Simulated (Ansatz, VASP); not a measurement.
# Two plane-wave programs on Mg2Sn

File INCAR:

```
PREC = Accurate
ENCUT = 600
EDIFF = 1E-6
ISMEAR = -1
SIGMA = 0.02
LREAL = False
LASPH = True
NELM = 120
ALGO = Normal
ISIF = 2
LWAVE = False
LCHARG = True
GGA = PE
LELF = True
LVHAR = True
NBANDS = 16
GGA_COMPAT = False
```

Contents of KPOINTS:

```
Automatic mesh
0
Gamma
  6 6 6
```

File POSCAR:

```
Mg2Sn
1.0
    0.0000000000      3.3461359293      3.3461359293
    3.3461359293      0.0000000000      3.3461359293
    3.3461359293      3.3461359293      0.0000000000
Sn Mg
1 2
Direct
    0.0000000000      0.0000000000      0.0000000000
    0.2500000000      0.2500000000      0.2500000000
    0.7500000000      0.7500000000      0.7500000000
```

Input for Ansatz:

```yaml
crystal:
  lattice:
    - [0.0, 3.3461359293, 3.3461359293]
    - [3.3461359293, 0.0, 3.3461359293]
    - [3.3461359293, 3.3461359293, 0.0]
  atoms:
    - { symbol: Sn, position: [0.0, 0.0, 0.0] }
    - { symbol: Mg, position: [0.25, 0.25, 0.25] }
    - { symbol: Mg, position: [0.75, 0.75, 0.75] }
kpoints:
  mp_grid: { grid: [6, 6, 6] }
  band_path:
    path:
      - [0.0, 0.0, 0.0]
      - [0.5, 0.0, 0.5]
      - [0.625, 0.25, 0.625]
      - [0.375, 0.375, 0.75]
      - [0.5, 0.5, 0.5]
      - [0.5, 0.25, 0.75]
      - [0.0, 0.5, 0.5]
    npoints: 1
hamiltonian:
  xc: pbe
scf:
  occupations: { method: fermi_dirac, width: 0.02 }
  n_extra_bands: 4
output:
  forces: true
  stress: true
  eigenvalues: true
```

Change from the starting cell: hydrostatic strain -1.0%.

Alike in both runs: task single point; functional PBE; k mesh 6 × 6 × 6; occupations fermi-dirac, width 0.02 eV; no spin polarisation.

|  | VASP | Ansatz |
| --- | --- | --- |
| version | VASP 6.6.1 | Ansatz 0.2.0 |
| potentials or method | VASP PAW PBE potentials, release 64 (Sn_d, Mg) | plane waves, PAW |
| plane-wave cutoff (eV) | 600 | 420 |
| valence electrons in the cell | 18 | 34 |

|  | VASP | Ansatz | Ansatz less VASP |
| --- | --- | --- | --- |
| pressure (GPa) | 2.5 | 2.5 | -0.01 |

The functional is the same, so the differences come from potentials, cutoffs and numerics. VASP's potentials hold 18 valence electrons a cell and Ansatz's 34, so a difference there can come from the potentials and not from the codes.
